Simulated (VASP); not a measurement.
# Pd in VASP: further runs, part 2 of 2

VASP 6.6.1. The steps go on from the part before.

## 3. Single point, PBEsol

This run uses another cell than the first one, of 16.82 Å³/atom.

INCAR

```
PREC = Accurate ; ENCUT = 500
EDIFF = 1E-6 ; ISMEAR = -1
SIGMA = 0.05 ; LREAL = F
LASPH = T ; NELM = 120
ALGO = Normal ; ISIF = 2
LWAVE = F ; LCHARG = F
GGA = PS ; NBANDS = 11
GGA_COMPAT = F
```

KPOINTS

```
Automatic mesh
0
Gamma
  12 12 12
```

POSCAR

```
Pd
1.0
   -1.6351722400      1.6351722400      1.5722810000
    1.6351722400     -1.6351722400      1.5722810000
    1.6351722400      1.6351722400     -1.5722810000
Pd
1
Direct
    0.0000000000      0.0000000000      0.0000000000
```

Potentials or basis: VASP PAW PBE potentials, release 64 (Pd).

The run is started by

```bash
cat potpaw_PBE.64/Pd/POTCAR > POTCAR
mpirun -np 1 vasp_std > vasp.out
```

It took 44 s on 1 thread of Intel Xeon 8259CL, shared host; peak memory 0.14 GiB.

It converged, with:

| Property | Result |
| --- | --- |
| Free energy | -5.7679 eV |
| Pressure | -19.0 GPa |
| Band gap on the k mesh | zero (bands 5 and 6 overlap by 1.30 eV) |

Stress tensor (GPa, compression positive):
```
-18.56   0.00   0.00
  0.00 -18.56   0.00
  0.00   0.00 -19.73
```

Levels at points of the mesh, in eV from the Fermi level:
| k point | band 3 | band 4 | band 5 | band 6 | band 7 | band 8 |
| --- | --- | --- | --- | --- | --- | --- |
| (0.00, 0.00, 0.00) | -2.33 | -2.33 | -0.90 | -0.63 | 18.76 | 18.76 |
| (0.50, 0.00, 0.00) | -0.80 | -0.48 | 0.49 | 1.65 | 7.02 | 14.55 |
| (0.50, 0.50, 0.00) | -1.02 | -0.65 | 0.46 | 1.41 | 6.63 | 15.10 |
| (0.50, 0.50, 0.50) | 0.15 | 0.15 | 0.22 | 8.31 | 8.31 | 9.47 |

Caveat: the cell stands under tension; the PAW data sets were made with another functional, which shifts forces and pressure a little.

## 4. Single point, PBE0, non-collinear spin, zero start, spin-orbit coupling

This run uses another cell than the first one, of 15.55 Å³/atom.

POSCAR

```
Pd
1.0
   -1.5722810000      1.5722810000      1.5722810000
    1.5722810000     -1.5722810000      1.5722810000
    1.5722810000      1.5722810000     -1.5722810000
Pd
1
Direct
    0.0000000000      0.0000000000      0.0000000000
```

INCAR.step1

```
ALGO     = Normal         # electronic algorithm
EDIFF    = 1E-5           # SCF threshold, eV
ENCUT    = 470            # plane-wave cutoff, eV
GGA      = PE             # functional
GGA_COMPAT= F            
ISIF     = 2              # what is computed and relaxed
ISMEAR   = -1             # smearing method
LASPH    = T              # aspherical terms in the spheres
LCHARG   = F              # write CHGCAR
LMAXMIX  = 4              # l up to which the mixer works
LORBIT   = 11             # projections on sites
LORBMOM  = T            
LREAL    = F              # projectors in reciprocal space
LSORBIT  = T              # spin-orbit coupling
LWAVE    = T              # write WAVECAR
MAGMOM   = 0 0 0          # initial moments
NBANDS   = 29             # bands
NELM     = 200            # most SCF steps
PREC     = Accurate       # precision mode
SIGMA    = 0.05           # smearing width, eV
```

INCAR.step2

```
AEXX     = 0.25           # exact-exchange fraction
ALGO     = Normal         # electronic algorithm
EDIFF    = 1E-6           # SCF threshold, eV
ENCUT    = 470            # plane-wave cutoff, eV
GGA      = PE             # functional
GGA_COMPAT= F            
ISIF     = 2              # what is computed and relaxed
ISMEAR   = -1             # smearing method
ISTART   = 1            
LASPH    = T              # aspherical terms in the spheres
LCHARG   = F              # write CHGCAR
LHFCALC  = T              # exact exchange
LMAXMIX  = 4              # l up to which the mixer works
LORBIT   = 11             # projections on sites
LORBMOM  = T            
LREAL    = F              # projectors in reciprocal space
LSORBIT  = T              # spin-orbit coupling
LWAVE    = F              # write WAVECAR
MAGMOM   = 0 0 0          # initial moments
NBANDS   = 29             # bands
NELM     = 200            # most SCF steps
PREC     = Accurate       # precision mode
PRECFOCK = Normal       
SIGMA    = 0.05           # smearing width, eV
```

KPOINTS

```
k-points
0
Gamma
  5 5 5
```

Potentials or basis: VASP PAW PBE potentials, release 64 (Pd_sv_GW).

The run is started by

```bash
cat potpaw_PBE.64/Pd_sv_GW/POTCAR > POTCAR
cp INCAR.step1 INCAR
mpirun -np 1 vasp_ncl > vasp.out
cp INCAR.step2 INCAR
mpirun -np 1 vasp_ncl > vasp.out
```

Wall time 18 min (1 thread of Intel Xeon Platinum 8488C (Sapphire Rapids), shared host); peak memory 0.18 GiB.

Results (log left out):

```
Free energy                                           : -3.2458 eV
Pressure                                              : -5.3 GPa
Net moment                                            : 0.00 μB per cell
Valence electrons inside the program's atomic spheres : Pd 15.76
```

Moments on the atoms (μB; x, y, z):
```
Pd  0.00 0.00 0.00
```

Caveat: the k points lie up to 0.57 Å⁻¹ apart; the PAW data sets were made with another functional, which shifts forces and pressure a little.

## 5. Single point, PBEsol-based global hybrid with 25 % exact exchange

This run uses another cell than the first one, of 15.55 Å³/atom.

POSCAR is that of step 4.

INCAR.step1

```
SYSTEM = Pd
PREC = Accurate
ENCUT = 470
EDIFF = 1E-5
ISMEAR = -1
SIGMA = 0.05
LREAL = .False.
LASPH = .True.
NELM = 120
ALGO = Normal
ISIF = 2
LWAVE = .True.
LCHARG = .False.
NBANDS = 15
GGA = PE
GGA_COMPAT = .False.
```

INCAR.step2

```
SYSTEM = Pd
PREC = Accurate
ENCUT = 470
EDIFF = 1E-6
ISMEAR = -1
SIGMA = 0.05
LREAL = .False.
LASPH = .True.
NELM = 120
ALGO = Normal
ISIF = 2
LWAVE = .False.
LCHARG = .False.
GGA = PS
LHFCALC = .True.
AEXX = 0.25
PRECFOCK = Normal
NBANDS = 15
ISTART = 1
GGA_COMPAT = .False.
```

KPOINTS

```
Automatic mesh
0
Gamma
  6 6 6
  0 0 0
```

The run is started by

```bash
cat potpaw_PBE.64/Pd_sv_GW/POTCAR > POTCAR
cp INCAR.step1 INCAR
mpirun -np 1 vasp_std > vasp.out
cp INCAR.step2 INCAR
mpirun -np 1 vasp_std > vasp.out
```

Run time: 15 min. Hardware: 1 thread of Intel Xeon 6975P-C (Granite Rapids), shared host; peak memory 0.14 GiB.

The run converged. Its results:

```yaml
Free_energy: -3.5118 eV
Pressure: -16.8 GPa
Band_gap_on_the_k_mesh: zero (bands 9 and 10 overlap by 2.86 eV)
```

Levels at points of the mesh, in eV from the Fermi level:
```tsv
k point	band 7	band 8	band 9	band 10	band 11	band 12
(0.00, 0.00, 0.00)	-3.64	-3.64	-1.84	-1.84	20.93	20.93
(0.50, 0.00, 0.00)	-1.81	-1.50	1.02	2.49	9.35	16.74
(0.50, 0.50, 0.50)	0.66	0.66	0.66	10.75	10.75	10.75
```

Caveat: the k points lie up to 0.47 Å⁻¹ apart, too coarse for converged energies and pressures of a metal; the PAW data sets were made with another functional, which shifts forces and pressure a little.

## 6. The runs side by side

| level | potentials or basis | spin | cell | k mesh | cutoff (eV) | grid for exact exchange (PRECFOCK) | share of exact exchange | gap on the mesh (eV) | pressure (GPa) |
| --- | --- | --- | --- | --- | --- | --- | --- | --- | --- |
| PBEsol | VASP PAW PBE potentials, release 64 (Pd) | off | a = 2.760 Å, angles 108.9, 108.9, 110.5°, 1 atom | 12 × 12 × 12 | 500 | - | - | none | -15.2 |
| PBEsol | VASP PAW PBE potentials, release 64 (Pd) | off | a = 2.796 Å, angles 108.4, 108.4, 111.6°, 1 atom | 12 × 12 × 12 | 500 | - | - | none | -19.0 |
| PBE0 | VASP PAW PBE potentials, release 64 (Pd_sv_GW) | non-collinear, zero start, SOC | a = 2.723 Å, angles 109.5°, 1 atom | 5 × 5 × 5 | 470 | Normal | 0.25 | - | -5.3 |
| PBEsol-based global hybrid with 25 % exact exchange | VASP PAW PBE potentials, release 64 (Pd_sv_GW) | off | a = 2.723 Å, angles 109.5°, 1 atom | 6 × 6 × 6 | 470 | Normal | 0.25 | none | -16.8 |

Alike in all rows: task single point; smearing fermi-dirac 0.05 eV.

Caveats: some runs use coarse meshes; the PAW data sets were made with another functional, which shifts forces and pressure a little; the cell stands under tension (at least some runs).

Absolute energies hang on the potentials; compare differences alone.
